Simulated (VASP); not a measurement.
# Rb (Fm-3m) in VASP: further runs

The runs below take Rb through single point, with PBE.

Everything below comes from runs of VASP 6.6.1. Logs are shortened: lines on timing, memory, paths and dates and some standing lists are left out, and cuts for length are marked.

### Step 1. The cell of the first run

It takes space group Fm-3m (No. 225, cubic). The conventional cell has a = 7.428 Å, b = 7.428 Å, c = 7.428 Å, α = 90.00°, β = 90.00°, γ = 90.00°.

### Step 2. Single point, PBE (volume scaled by 1.12)

INCAR

```
PREC     = Accurate       # precision mode
ENCUT    = 520            # plane-wave cutoff, eV
EDIFF    = 1E-7           # SCF threshold, eV
ISMEAR   = -1             # smearing method
SIGMA    = 0.1            # smearing width, eV
LREAL    = False          # projectors in reciprocal space
LASPH    = True           # aspherical terms in the spheres
NELM     = 100            # most SCF steps
ALGO     = Normal         # electronic algorithm
ISIF     = 2              # what is computed and relaxed
LWAVE    = False          # write WAVECAR
LCHARG   = False          # write CHGCAR
GGA      = PE             # functional
NBANDS   = 10             # bands
```

KPOINTS

```
Automatic mesh
0
Gamma
  9 9 9
```

POSCAR

```
Rb
1.0
    0.0000000000      3.7141515469      3.7141515469
    3.7141515469      0.0000000000      3.7141515469
    3.7141515469      3.7141515469      0.0000000000
Rb
1
Direct
    0.0000000000      0.0000000000      0.0000000000
```

Potentials or basis: VASP PAW PBE potentials, release 64 (Rb_sv).

On the command line:

```sh
$ cat potpaw_PBE.64/Rb_sv/POTCAR > POTCAR
$ mpirun -np 1 vasp_std > vasp.out
```

OUTCAR:

```text
PREC = Accurate
   ENCUT = 520
   EDIFF = 1E-7
   ISMEAR = -1
   LREAL = False
   LASPH = True
   NELM = 100
   ISIF = 2
   GGA = PE

 ion  position               nearest neighbor table
   1  0.000  0.000  0.000-

  LATTYP: Found a face centered cubic cell.
 ALAT       =     7.4283030938

  Lattice vectors:

 A1 = (   0.0000000000,   3.7141515469,   3.7141515469)
 A2 = (   3.7141515469,   0.0000000000,   3.7141515469)
 A3 = (   3.7141515469,   3.7141515469,   0.0000000000)

Analysis of symmetry for initial positions (statically):
=====================================================================
 Subroutine PRICEL returns:
 Original cell was already a primitive cell.

 Routine SETGRP: Setting up the symmetry group for a
 face centered cubic supercell.

 Subroutine GETGRP returns: Found 48 space group operations
 (whereof 48 operations were pure point group operations)
 out of a pool of 48 trial point group operations.

The static configuration has the point symmetry O_h .

Analysis of symmetry for dynamics (positions and initial velocities):
=====================================================================
 Subroutine PRICEL returns:
 Original cell was already a primitive cell.

 Routine SETGRP: Setting up the symmetry group for a
 face centered cubic supercell.

 Subroutine GETGRP returns: Found 48 space group operations
 (whereof 48 operations were pure point group operations)
 out of a pool of 48 trial point group operations.

The dynamic configuration has the point symmetry O_h .

 Subroutine INISYM returns: Found 48 space group operations
 (whereof 48 operations are pure point group operations),
 and found     1 'primitive' translations

----------------------------------------------------------------------------------------

                                     Primitive cell

  volume of cell :     102.4729

  direct lattice vectors                    reciprocal lattice vectors
     0.000000000  3.714151547  3.714151547    -0.134620247  0.134620247  0.134620247
     3.714151547  0.000000000  3.714151547     0.134620247 -0.134620247  0.134620247
     3.714151547  3.714151547  0.000000000     0.134620247  0.134620247 -0.134620247

  length of vectors
     5.252603490  5.252603490  5.252603490     0.233169108  0.233169108  0.233169108

  position of ions in fractional coordinates (direct lattice)
     0.000000000  0.000000000  0.000000000

  ion indices of the primitive-cell ions
   primitive index   ion index
                 1           1

----------------------------------------------------------------------------------------

 KPOINTS: Automatic mesh

Automatic generation of k-mesh.
 Grid dimensions read from file:
 generate k-points for:    9    9    9

 Generating k-lattice:

  Cartesian coordinates                     Fractional coordinates (reciprocal lattice)
    -0.014957805  0.014957805  0.014957805     0.111111111  0.000000000  0.000000000
     0.014957805 -0.014957805  0.014957805     0.000000000  0.111111111  0.000000000
     0.014957805  0.014957805 -0.014957805     0.000000000  0.000000000  0.111111111

  Length of vectors
     0.025907679  0.025907679  0.025907679

  Shift w.r.t. Gamma in fractional coordinates (k-lattice)
     0.000000000  0.000000000  0.000000000

 Subroutine IBZKPT returns following result:
 ===========================================

 Found     35 irreducible k-points:

 Following reciprocal coordinates:
            Coordinates               Weight
  0.000000  0.000000  0.000000      1.000000
  0.111111  0.000000  0.000000      8.000000
  0.222222  0.000000  0.000000      8.000000
  0.333333  0.000000  0.000000      8.000000
  0.444444  0.000000  0.000000      8.000000
  0.111111  0.111111  0.000000      6.000000
[... 16 lines left out ...]
 -0.333333  0.333333  0.000000     12.000000
  0.444444  0.444444  0.000000      6.000000
 [... further k-points ...]
   k-points           NKPTS =     35   k-points in BZ     NKDIM =     35   number of bands    NBANDS=     10
   number of dos      NEDOS =    301   number of ions     NIONS =      1
   total plane-waves  NPLWV =  64000
   dimension x,y,z NGX =    40 NGY =   40 NGZ =   40
   dimension x,y,z NGXF=    80 NGYF=   80 NGZF=   80
   ions per type =               1
   NGX,Y,Z   is equivalent  to a cutoff of  12.66, 12.66, 12.66 a.u.
   NGXF,Y,Z  is equivalent  to a cutoff of  25.32, 25.32, 25.32 a.u.
 SYSTEM =  unknown system
   PREC   = accura    normal or accurate (medium, high low for compatibility)
   ISTART =      0    job   : 0-new  1-cont  2-samecut
   ICHARG =      2    charge: 1-file 2-atom 10-const
   ISPIN  =      1    spin polarized calculation?
   LNONCOLLINEAR =      F non collinear calculations
   LSORBIT =      F    spin-orbit coupling
   LASPH  =      T    aspherical Exc in radial PAW
   ENCUT  =  520.0 eV  38.22 Ry    6.18 a.u.   9.77  9.77  9.77*2*pi/ulx,y,z
   NELM   =    100;   NELMIN=  2; NELMDL= -5     # of ELM steps
   EDIFF  = 0.1E-06   stopping-criterion for ELM
   LREAL  =      F    real-space projection
   EDIFFG = 0.1E-05   stopping-criterion for IOM
   NSW    =      0    number of steps for IOM
   IBRION =     -1    ionic relax: 0-MD 1-quasi-New 2-CG
   NFREE  =      0    steps in history (QN), initial steepest desc. (CG)
   ISIF   =      2    stress and relaxation
   ISYM   =      2    0-nonsym 1-usesym 2-fastsym
   POTIM  = 0.5000    time-step for ionic-motion
   TEBEG  =    0.0;   TEEND  =   0.0 temperature during run
   PSTRESS=    0.0 pullay stress
   NELECT =       9.0000    total number of electrons
   NUPDOWN=      -1.0000    fix difference up-down
   EMIN   =  10.00;   EMAX   =-10.00  energy-range for DOS
   EFERMI =   0.00;   METHOD = LEGACY
   ISMEAR =    -1;   SIGMA  =   0.10  broadening in eV -4-tet -1-fermi 0-gaus
   EFERMI_NEDOS =   21; number of points for ismear=-14 and -15
   IALGO  =     38    algorithm
   IMIX   =      4    mixing-type and parameters
     AMIX     =   0.40;   BMIX     =  1.00
     AMIX_MAG =   1.60;   BMIX_MAG =  1.00
  volume/ion in A,a.u.               =     102.47       691.52
  Fermi-wavevector in a.u.,A,eV,Ry     =   0.727701  1.375155  7.204940  0.529548
  Thomas-Fermi vector in A             =   1.818990
   LORBIT       =      0    0 simple, 1 ext, 2 COOP (PROOUT), +10 PAW based schemes
   GGA     = PE    functional components
   LHFCALC =     F    Hartree Fock is set to
   AEXX    =    0.0000 exact exchange contribution
   IVDW    =     0    specifies the selected vdW correction
   LEPSILON=     F    determine dielectric tensor
   LRPA    =     F    only Hartree local field effects (RPA)
 non-spin polarized calculation
  energy-cutoff  :      520.00
  volume of cell :      102.47
 maximum number of plane-waves:      2785
   NGX = 19   NGY = 19   NGZ = 19

 number of electron       9.0000000 magnetization

 Free energy of the ion-electron system (eV)
  ---------------------------------------------------
  ext. energy  EPLUGINS =         0.00000000
  ---------------------------------------------------
  free energy    TOTEN  =        -0.94281401 eV

  energy without entropy =       -0.91183913  energy(sigma->0) =       -0.92732657

 E-fermi :  -0.2275     XC(G=0):  -5.1882

 val. band max:       -0.3234851808   @ k =   0.4444   0.0000   0.0000
 cond. band min:      -0.1819043020   @ k =   0.4444   0.3333   0.0000
 fundamental gap:      0.1415808788
 Fermi energy:        -0.2275158617

 k-point     1 :       0.0000    0.0000    0.0000
  band No.  band energies     occupation
      1     -29.2033      2.00000
      2     -13.2555      2.00000
      3     -13.2555      2.00000
      4     -13.2555      2.00000
      5      -2.0564      2.00000
      6       3.2481      0.00000
      7       3.2481      0.00000
      8       3.2481      0.00000
      9       4.4727      0.00000
     10       4.4727      0.00000

 k-point     2 :       0.1111    0.0000    0.0000
  band No.  band energies     occupation
      1     -29.2030      2.00000
      2     -13.2627      2.00000
      3     -13.2565      2.00000
      4     -13.2565      2.00000
      5      -1.9327      2.00000
      6       2.8944      0.00000
      7       3.2966      0.00000
      8       3.2966      0.00000
      9       4.3358      0.00000
     10       4.3358      0.00000

 k-point     3 :       0.2222    0.0000    0.0000
  band No.  band energies     occupation
      1     -29.2024      2.00000
      2     -13.2810      2.00000
      3     -13.2591      2.00000
      4     -13.2591      2.00000
      5      -1.5728      2.00000
      6       2.1908      0.00000
      7       3.3227      0.00000
      8       3.3227      0.00000
      9       4.2642      0.00000
     10       4.2642      0.00000

 k-point     4 :       0.3333    0.0000    0.0000
  band No.  band energies     occupation
      1     -29.2017      2.00000
      2     -13.3016      2.00000
      3     -13.2620      2.00000
      4     -13.2620      2.00000
      5      -1.0111      1.99921
      6       1.3997      0.00000
      7       3.1901      0.00000
      8       3.1901      0.00000
      9       4.6027      0.00000
     10       4.6032      0.00000
[... 222 lines left out ...]
 k-point    22 :      -0.4444    0.3333    0.0000
  band No.  band energies     occupation
      1     -29.2006      2.00000
      2     -13.3057      2.00000
      3     -13.2867      2.00000
      4     -13.2739      2.00000
      5       0.4512      0.00225
      6       1.1049      0.00000
      7       1.4654      0.00000
      8       3.2264      0.00000
      9       3.5432      0.00000
     10       5.3013      0.00000

 k-point    23 :      -0.3333    0.3333    0.0000
  band No.  band energies     occupation
      1     -29.2007      2.00000
      2     -13.2969      2.00000
      3     -13.2966      2.00000
      4     -13.2705      2.00000
      5       0.4731      0.00181
      6       1.1598      0.00000
      7       1.2393      0.00000
      8       3.4315      0.00000
      9       3.4652      0.00000
     10       4.8412      0.00000

 k-point    24 :       0.4444    0.4444    0.0000
  band No.  band energies     occupation
      1     -29.2006      2.00000
      2     -13.3117      2.00000
      3     -13.2775      2.00000
      4     -13.2775      2.00000
      5       0.1756      0.03489
      6       1.2743      0.00000
      7       1.6411      0.00000
      8       3.8332      0.00000
      9       3.8332      0.00000
     10       4.2512      0.00000

 [... further k-points ...]

------------------------ aborting loop because EDIFF is reached ----------------------------------------

  FORCE on cell =-STRESS in cart. coord.  units (eV):
  Direction    XX          YY          ZZ          XY          YZ          ZX
  --------------------------------------------------------------------------------------
  -------------------------------------------------------------------------------------
  Total       -0.1591680     -0.1591680     -0.1591680      0.0000000      0.0000000      0.0000000
  in kB       -2.4886138     -2.4886138     -2.4886138      0.0000000      0.0000000      0.0000000
  external PRESSURE =      -2.4886138 kB  Pullay stress =       0.0000000 kB

 VOLUME and BASIS-vectors are now :
 -----------------------------------------------------------------------------
  energy-cutoff  :      520.00
  volume of cell :      102.47
      direct lattice vectors                 reciprocal lattice vectors
     0.000000000  3.714151547  3.714151547    -0.134620247  0.134620247  0.134620247
     3.714151547  0.000000000  3.714151547     0.134620247 -0.134620247  0.134620247
     3.714151547  3.714151547  0.000000000     0.134620247  0.134620247 -0.134620247

 POSITION                                       TOTAL-FORCE (eV/Angst)
 -----------------------------------------------------------------------------------
      0.00000      0.00000      0.00000         0.000000      0.000000      0.000000
 -----------------------------------------------------------------------------------
    total drift:                               -0.000000     -0.000000     -0.000000

  FREE ENERGIE OF THE ION-ELECTRON SYSTEM (eV)
  ---------------------------------------------------
  free  energy   TOTEN  =        -0.9428140130 eV

  energy  without entropy=       -0.9118391264  energy(sigma->0) =       -0.92732657
```

Run time: 19 s. Hardware: 1 thread of Intel Xeon Platinum 8488C (Sapphire Rapids), shared host; peak memory 0.23 GiB.

What came out:

* Free energy: -0.9428 eV
* Pressure: -0.2 GPa

Levels at points of the mesh, in eV from the Fermi level:
```csv
k point,band 2,band 3,band 4,band 5,band 6,band 7,band 8,band 9
"(0.00, 0.00, 0.00)",-13.03,-13.03,-13.03,-1.83,3.48,3.48,3.48,4.70
```

Caveat: the cell differs from its parent crystal (volume scaled by 1.12).

### Step 3. Single point, PBE

This run uses another cell than the first one, of 91.49 Å³/atom, 0.893 times its volume.

INCAR

```
PREC = Accurate
ENCUT = 520
EDIFF = 1E-7
ISMEAR = -1
SIGMA = 0.1
LREAL = F
LASPH = T
NELM = 80
ALGO = Normal
ISIF = 2
LWAVE = F
LCHARG = F
GGA = PE
NBANDS = 10
```

KPOINTS

```
regular mesh
0
Gamma
  13 13 13
```

POSCAR

```
Rb
1.0
    0.0000000000      3.5764619796      3.5764619796
    3.5764619796      0.0000000000      3.5764619796
    3.5764619796      3.5764619796      0.0000000000
Rb
1
Direct
    0.0000000000      0.0000000000      0.0000000000
```

Potentials or basis: VASP PAW PBE potentials, release 64 (Rb_sv).

On the command line:

```sh
$ cat potpaw_PBE.64/Rb_sv/POTCAR > POTCAR
$ mpirun -np 1 vasp_std > vasp.out
```

Run time: 41 s. Hardware: 1 thread of Intel Xeon Platinum 8488C (Sapphire Rapids), shared host; peak memory 0.26 GiB.

It converged, with:

```yaml
Free_energy: -0.9516 eV
Pressure: 0.0 GPa
```

Levels at points of the mesh, in eV from the Fermi level:
```csv
k point,band 2,band 3,band 4,band 5,band 6,band 7,band 8,band 9
"(0.00, 0.00, 0.00)",-12.94,-12.94,-12.94,-1.96,3.59,3.59,3.59,4.92
```
